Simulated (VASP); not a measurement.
# Li2S (Fm-3m) in VASP: notebook

Runs on Li2S. Level: r2SCAN. Tasks: relaxation of cell and atoms.

Program: VASP 6.6.1. These are calculated values, not measurements. Logs are shortened: lines on timing, memory, paths and dates and some standing lists are left out, and cuts for length are marked.

### 1 The cell of the first run

It takes space group Fm-3m (No. 225, cubic). Conventional cell: a = 5.689 Å, b = 5.689 Å, c = 5.689 Å, α = 90.00°, β = 90.00°, γ = 90.00°. Li (site symmetry -43m) has 4 S at 2.46 Å and 6 Li at 2.84 Å within 3.3 Å. S (site symmetry m-3m) has 8 Li at 2.46 Å within 3.3 Å.

### 2 Relaxation of cell and atoms, r2SCAN, target pressure -2 GPa, at which the enthalpy is minimised

File POSCAR:

```
Li2S
1.0
    2.8445000000      2.8445000000      0.0000000000
   -2.8445000000      2.8445000000      0.0000000000
    0.0000000000      2.8445000000      2.8445000000
Li S
2 1
Direct
    0.2500000000      0.7500000000      0.5000000000
    0.7500000000      0.2500000000      0.5000000000
    0.0000000000      0.0000000000      0.0000000000
```

File INCAR.step1:

```
PREC = Accurate ; ENCUT = 830
ISMEAR = 0 ; SIGMA = 0.01
LREAL = F ; LASPH = T
NELM = 120 ; GGA = PE
ALGO = Normal ; EDIFF = 1E-5
LWAVE = T ; LCHARG = F
GGA_COMPAT = F ; IBRION = 2
ISIF = 3 ; EDIFFG = -0.005
NELMIN = 4 ; NSW = 100
```

File INCAR.step2:

```
PREC = Accurate ; ENCUT = 830
EDIFF = 1E-7 ; ISMEAR = 0
SIGMA = 0.01 ; LREAL = F
LASPH = T ; NELM = 120
ALGO = Normal ; ISIF = 3
LWAVE = F ; LCHARG = F
METAGGA = R2SCAN ; LMIXTAU = T
IBRION = 2 ; NSW = 100
EDIFFG = -0.002 ; PSTRESS = -20.0
ISTART = 1 ; GGA_COMPAT = F
NELMIN = 4
```

File KPOINTS:

```
Automatic mesh
0
Gamma
  8 8 8
```

Potentials or basis: VASP PAW PBE potentials, release 64 (Li_sv, S).

The run is started by

```console
> cat potpaw_PBE.64/Li_sv/POTCAR potpaw_PBE.64/S/POTCAR > POTCAR
> cp INCAR.step1 INCAR
> mpirun -np 1 vasp_std > vasp.out
> cp INCAR.step2 INCAR
> mpirun -np 1 vasp_std > vasp.out
```

OUTCAR:

```text
PREC = Accurate
   ENCUT = 830
   EDIFF = 1E-7
   ISMEAR = 0
   LREAL = F
   LASPH = T
   NELM = 120
   ISIF = 3
   METAGGA = R2SCAN
   IBRION = 2
   NSW = 100
   EDIFFG = -0.002
   PSTRESS = -20.0
   ISTART = 1
   NELMIN = 4

 ion  position               nearest neighbor table
   1  0.250  0.750  0.500-   3 2.46   3 2.46   3 2.46   3 2.46
   2  0.750  0.250  0.500-   3 2.46   3 2.46   3 2.46   3 2.46
   3  0.000  0.000  0.000-   2 2.46   1 2.46   1 2.46   2 2.46   1 2.46   2 2.46   2 2.46   1 2.46

  LATTYP: Found a face centered cubic cell.
 ALAT       =     5.6890000000

  Lattice vectors:

 A1 = (   0.0000000000,   2.8445000000,   2.8445000000)
 A2 = (   2.8445000000,   0.0000000000,   2.8445000000)
 A3 = (   2.8445000000,   2.8445000000,   0.0000000000)

Analysis of symmetry for initial positions (statically):
=====================================================================
 Subroutine PRICEL returns:
 Original cell was already a primitive cell.

 Routine SETGRP: Setting up the symmetry group for a
 face centered cubic supercell.

 Subroutine GETGRP returns: Found 48 space group operations
 (whereof 48 operations were pure point group operations)
 out of a pool of 48 trial point group operations.

The static configuration has the point symmetry O_h .

Analysis of symmetry for dynamics (positions and initial velocities):
=====================================================================
 Subroutine PRICEL returns:
 Original cell was already a primitive cell.

 Routine SETGRP: Setting up the symmetry group for a
 face centered cubic supercell.

 Subroutine GETGRP returns: Found 48 space group operations
 (whereof 48 operations were pure point group operations)
 out of a pool of 48 trial point group operations.

The dynamic configuration has the point symmetry O_h .

 Subroutine INISYM returns: Found 48 space group operations
 (whereof 48 operations are pure point group operations),
 and found     1 'primitive' translations

----------------------------------------------------------------------------------------

                                     Primitive cell

  volume of cell :      46.0307

  direct lattice vectors                    reciprocal lattice vectors
     2.844500000  2.844500000  0.000000000     0.175777817  0.175777817 -0.175777817
    -2.844500000  2.844500000  0.000000000    -0.175777817  0.175777817 -0.175777817
     0.000000000  2.844500000  2.844500000     0.000000000  0.000000000  0.351555634

  length of vectors
     4.022730478  4.022730478  4.022730478     0.304456110  0.304456110  0.351555634

  position of ions in fractional coordinates (direct lattice)
     0.250000000  0.750000000  0.500000000
     0.750000000  0.250000000  0.500000000
     0.000000000  0.000000000  0.000000000

  ion indices of the primitive-cell ions
   primitive index   ion index
                 1           1
                 2           2
                 3           3

----------------------------------------------------------------------------------------

 KPOINTS: Automatic mesh

Automatic generation of k-mesh.
 Grid dimensions read from file:
 generate k-points for:    8    8    8

 Generating k-lattice:

  Cartesian coordinates                     Fractional coordinates (reciprocal lattice)
     0.021972227  0.021972227 -0.021972227     0.125000000  0.000000000  0.000000000
    -0.021972227  0.021972227 -0.021972227     0.000000000  0.125000000  0.000000000
     0.000000000  0.000000000  0.043944454     0.000000000  0.000000000  0.125000000

  Length of vectors
     0.038057014  0.038057014  0.043944454

  Shift w.r.t. Gamma in fractional coordinates (k-lattice)
     0.000000000  0.000000000  0.000000000

 Subroutine IBZKPT returns following result:
 ===========================================

 Found     29 irreducible k-points:

 Following reciprocal coordinates:
            Coordinates               Weight
  0.000000  0.000000  0.000000      1.000000
  0.125000  0.000000  0.000000      8.000000
  0.250000  0.000000  0.000000      8.000000
  0.375000  0.000000  0.000000      8.000000
  0.500000  0.000000  0.000000      4.000000
  0.125000  0.125000  0.000000     12.000000
[... 16 lines left out ...]
  0.375000  0.250000  0.125000     48.000000
  0.500000  0.250000  0.125000     24.000000
 [... further k-points ...]
   k-points           NKPTS =     29   k-points in BZ     NKDIM =     29   number of bands    NBANDS=     10
   number of dos      NEDOS =    301   number of ions     NIONS =      3
   total plane-waves  NPLWV =  64000
   dimension x,y,z NGX =    40 NGY =   40 NGZ =   40
   dimension x,y,z NGXF=    80 NGYF=   80 NGZF=   80
   ions per type =               2   1
   NGX,Y,Z   is equivalent  to a cutoff of  16.53, 16.53, 16.53 a.u.
   NGXF,Y,Z  is equivalent  to a cutoff of  33.06, 33.06, 33.06 a.u.
 SYSTEM =  unknown system
   PREC   = accura    normal or accurate (medium, high low for compatibility)
   ISTART =      1    job   : 0-new  1-cont  2-samecut
   ICHARG =      0    charge: 1-file 2-atom 10-const
   ISPIN  =      1    spin polarized calculation?
   LNONCOLLINEAR =      F non collinear calculations
   LSORBIT =      F    spin-orbit coupling
   LASPH  =      T    aspherical Exc in radial PAW
   ENCUT  =  830.0 eV  61.00 Ry    7.81 a.u.   9.45  9.45  9.45*2*pi/ulx,y,z
   NELM   =    120;   NELMIN=  4; NELMDL=  0     # of ELM steps
   EDIFF  = 0.1E-06   stopping-criterion for ELM
   LREAL  =      F    real-space projection
   EDIFFG = -.2E-02   stopping-criterion for IOM
   NSW    =    100    number of steps for IOM
   IBRION =      2    ionic relax: 0-MD 1-quasi-New 2-CG
   NFREE  =      1    steps in history (QN), initial steepest desc. (CG)
   ISIF   =      3    stress and relaxation
   ISYM   =      2    0-nonsym 1-usesym 2-fastsym
   POTIM  = 0.5000    time-step for ionic-motion
   TEBEG  =    0.0;   TEEND  =   0.0 temperature during run
   PSTRESS=  -20.0 pullay stress
   NELECT =      12.0000    total number of electrons
   NUPDOWN=      -1.0000    fix difference up-down
   EMIN   =  10.00;   EMAX   =-10.00  energy-range for DOS
   EFERMI =   0.00;   METHOD = LEGACY
   ISMEAR =     0;   SIGMA  =   0.01  broadening in eV -4-tet -1-fermi 0-gaus
   EFERMI_NEDOS =   21; number of points for ismear=-14 and -15
   IALGO  =     38    algorithm
   IMIX   =      4    mixing-type and parameters
     AMIX     =   0.40;   BMIX     =  1.00
     AMIX_MAG =   1.60;   BMIX_MAG =  1.00
  volume/ion in A,a.u.               =      15.34       103.54
  Fermi-wavevector in a.u.,A,eV,Ry     =   1.045810  1.976294 14.880934  1.093718
  Thomas-Fermi vector in A             =   2.180621
   LORBIT       =      0    0 simple, 1 ext, 2 COOP (PROOUT), +10 PAW based schemes
   METAGGA = R2SCAN    functional components
   LHFCALC =     F    Hartree Fock is set to
   AEXX    =    0.0000 exact exchange contribution
   IVDW    =     0    specifies the selected vdW correction
   LEPSILON=     F    determine dielectric tensor
   LRPA    =     F    only Hartree local field effects (RPA)
 conjugate gradient relaxation of ions
 non-spin polarized calculation
 Gauss-broadening in eV      SIGMA  =   0.01
  energy-cutoff  :      830.00
  volume of cell :       46.03
 maximum number of plane-waves:      2541
 NGX is ok and might be reduce to    40
   NGX = 19   NGY = 19   NGZ = 19

--------------------------------------- Ionic step        1  -------------------------------------------

 number of electron      12.0000004 magnetization

 Free energy of the ion-electron system (eV)
  ---------------------------------------------------
  ext. energy  EPLUGINS =         0.00000000
  ---------------------------------------------------
  free energy    TOTEN  =       -17.38407030 eV

  energy without entropy =      -17.38407030  energy(sigma->0) =      -17.38407030

------------------------ aborting loop because EDIFF is reached ----------------------------------------

  FORCE on cell =-STRESS in cart. coord.  units (eV):
  Direction    XX          YY          ZZ          XY          YZ          ZX
  --------------------------------------------------------------------------------------
  -------------------------------------------------------------------------------------
  Total       -0.0482875     -0.0482875     -0.0482875      0.0000000      0.0000000      0.0000000
  in kB       -1.6807291     -1.6807291     -1.6807291      0.0000000      0.0000000      0.0000000
  external PRESSURE =      18.3192709 kB  Pullay stress =     -20.0000000 kB
[... 102 lines left out ...]
  enthalpy is  TOTEN    =       -17.9706347678 eV   P V=       -0.6009180005

--------------------------------------- Ionic step        4  -------------------------------------------

 number of electron      11.9999997 magnetization

 Free energy of the ion-electron system (eV)
  ---------------------------------------------------
  ext. energy  EPLUGINS =         0.00000000
  ---------------------------------------------------
  free energy    TOTEN  =       -17.36861927 eV

  energy without entropy =      -17.36861927  energy(sigma->0) =      -17.36861927

 E-fermi :   1.1332     XC(G=0):  -8.7421

 val. band max:        0.9391784917   @ k =   0.0000   0.0000   0.0000
 cond. band min:       4.8185414280   @ k =   0.5000   0.5000   0.0000
 fundamental gap:      3.8793629363
 Fermi energy:         1.1331950952

 k-point     1 :       0.0000    0.0000    0.0000
  band No.  band energies     occupation
      1     -44.7493      2.00000
      2     -44.7146      2.00000
      3     -10.4281      2.00000
      4       0.9392      2.00000
      5       0.9392      2.00000
      6       0.9392      2.00000
      7       5.7420      0.00000
      8       7.8220      0.00000
      9       7.8220      0.00000
     10       7.8220      0.00000
[... 287 lines left out ...]
 k-point    24 :       0.5000    0.2500    0.1250
  band No.  band energies     occupation
      1     -44.7312      2.00000
      2     -44.7311      2.00000
      3      -9.9580      2.00000
      4      -1.5124      2.00000
      5      -0.2352      2.00000
      6       0.0897      2.00000
      7       7.2787      0.00000
      8       8.2080      0.00000
      9       9.9012      0.00000
     10      10.5324      0.00000

 [... further k-points ...]

------------------------ aborting loop because EDIFF is reached ----------------------------------------

  FORCE on cell =-STRESS in cart. coord.  units (eV):
  Direction    XX          YY          ZZ          XY          YZ          ZX
  --------------------------------------------------------------------------------------
  -------------------------------------------------------------------------------------
  Total       -0.5998627     -0.5998627     -0.5998627     -0.0000000      0.0000000      0.0000000
  in kB      -19.9281004    -19.9281004    -19.9281004     -0.0000000      0.0000000      0.0000000
  external PRESSURE =       0.0718996 kB  Pullay stress =     -20.0000000 kB
[... 18 lines left out ...]
  FREE ENERGIE OF THE ION-ELECTRON SYSTEM (eV)
  ---------------------------------------------------
  free  energy   TOTEN  =       -17.3686192670 eV

  energy  without entropy=      -17.3686192670  energy(sigma->0) =      -17.36861927

  enthalpy is  TOTEN    =       -17.9706462793 eV   P V=       -0.6020270123

 reached required accuracy - stopping structural energy minimisation
```

Wall time 20 min (1 thread of Oxide Virtual Turin-like, shared host); peak memory 0.24 GiB.

What came out:

- Free energy: -17.3686 eV
- Relaxed volume: 16.08 Å³/atom
- Relaxed cell: a = 4.086 Å, b = 4.086 Å, c = 4.086 Å, α = 60.00°, β = 60.00°, γ = 90.00°
- Space group after relaxing (to 0.1 Å): Fm-3m (No. 225)
- Energy change on relaxing (the run minimises the enthalpy): +5.2 meV/atom
- Ionic steps: 4
- Pressure after relaxing: -2.0 GPa
- Band gap on the k mesh: 3.88 eV (least direct gap 4.80 eV)

Step by step:
```csv
step,energy change (eV),largest force (eV/Å),pressure (GPa),volume (Å³)
1,0.0000,0.0000,-0.17,46.03
2,0.0051,0.0000,-1.22,47.21
3,0.0144,0.0000,-1.93,48.14
4,0.0155,0.0000,-1.99,48.23
```

Final structure:
```
Li S
1.0
     2.88905    2.88905    0.00000
    -2.88905    2.88905    0.00000
     0.00000    2.88905    2.88905
Li S
2 1
Direct
  0.25000 0.75000 0.50000
  0.75000 0.25000 0.50000
  0.00000 0.00000 0.00000
```

Caveat: the cell is relaxed towards a set pressure, so the run minimises the enthalpy, not the energy; the PAW data sets were made with another functional, which shifts forces and pressure a little. A k mesh can miss the band edges.

### 3 Relaxation of cell and atoms, r2SCAN, target pressure 2 GPa, at which the enthalpy is minimised

POSCAR is that of step 2.

File INCAR.step1:

```
SYSTEM = Li2S
  PREC = Accurate
  ENCUT = 830
  ISMEAR = 0
  SIGMA = 0.01
  LREAL = .False.
  LASPH = .True.
  NELM = 120
  GGA = PE
  ALGO = Normal
  EDIFF = 1E-5
  LWAVE = .True.
  LCHARG = .False.
  GGA_COMPAT = .False.
  IBRION = 2
  ISIF = 3
  EDIFFG = -0.005
  NELMIN = 4
  NSW = 100
```

File INCAR.step2:

```
SYSTEM = Li2S
  PREC = Accurate
  ENCUT = 830
  EDIFF = 1E-7
  ISMEAR = 0
  SIGMA = 0.01
  LREAL = .False.
  LASPH = .True.
  NELM = 120
  ALGO = Normal
  ISIF = 3
  LWAVE = .False.
  LCHARG = .False.
  METAGGA = R2SCAN
  LMIXTAU = .True.
  IBRION = 2
  NSW = 100
  EDIFFG = -0.002
  PSTRESS = 20.0
  ISTART = 1
  GGA_COMPAT = .False.
  NELMIN = 4
```

File KPOINTS:

```
Automatic mesh
0
Gamma
  8 8 8
  0 0 0
```

Potentials or basis: VASP PAW PBE potentials, release 64 (Li_sv, S).

The run is started by

```console
> cat potpaw_PBE.64/Li_sv/POTCAR potpaw_PBE.64/S/POTCAR > POTCAR
> cp INCAR.step1 INCAR
> mpirun -np 1 vasp_std > vasp.out
> cp INCAR.step2 INCAR
> mpirun -np 1 vasp_std > vasp.out
```

Run time: 17 min. Hardware: 1 thread of Oxide Virtual Turin-like, shared host; peak memory 0.24 GiB.

Results (log left out):

| Item | Value |
| --- | --- |
| Free energy | -17.3729 eV |
| Relaxed volume | 14.66 Å³/atom |
| Relaxed cell | a = 3.962 Å, b = 3.962 Å, c = 3.962 Å, α = 60.00°, β = 60.00°, γ = 90.00° |
| Space group after relaxing (to 0.1 Å) | Fm-3m (No. 225) |
| Energy change on relaxing (the run minimises the enthalpy) | +3.7 meV/atom |
| Ionic steps | 3 |
| Pressure after relaxing | 2.0 GPa |
| Band gap on the k mesh | 3.83 eV (least direct gap 5.31 eV) |

The path:
| step | energy change (eV) | largest force (eV/Å) | pressure (GPa) | volume (Å³) |
| --- | --- | --- | --- | --- |
| 1 | 0.0000 | 0.0000 | -0.17 | 46.03 |
| 2 | 0.0042 | 0.0000 | 1.20 | 44.66 |
| 3 | 0.0111 | 0.0000 | 2.00 | 43.98 |

Final structure:
```
CELL_PARAMETERS angstrom
2.80166 2.80166 0.00000
-2.80166 2.80166 0.00000
0.00000 2.80166 2.80166
ATOMIC_POSITIONS crystal
Li 0.25000 0.75000 0.50000
Li 0.75000 0.25000 0.50000
S 0.00000 0.00000 0.00000
```

Levels at points of the mesh, in eV from the valence-band top:
| k point | band 3 | band 4 | band 5 | band 6 | band 7 | band 8 | band 9 | band 10 |
| --- | --- | --- | --- | --- | --- | --- | --- | --- |
| (0.00, 0.00, 0.00) | -11.62 | 0.00 | 0.00 | 0.00 | 5.31 | 6.93 | 6.93 | 6.93 |
| (0.50, 0.00, 0.00) | -11.14 | -3.05 | -0.55 | -0.55 | 7.20 | 7.21 | 7.21 | 9.38 |
| (0.50, 0.50, 0.00) | -11.00 | -2.26 | -1.53 | -1.53 | 3.83 | 8.02 | 12.53 | 12.53 |

Caveat: the cell is relaxed towards a set pressure, so the run minimises the enthalpy, not the energy; the PAW data sets were made with another functional, which shifts forces and pressure a little.
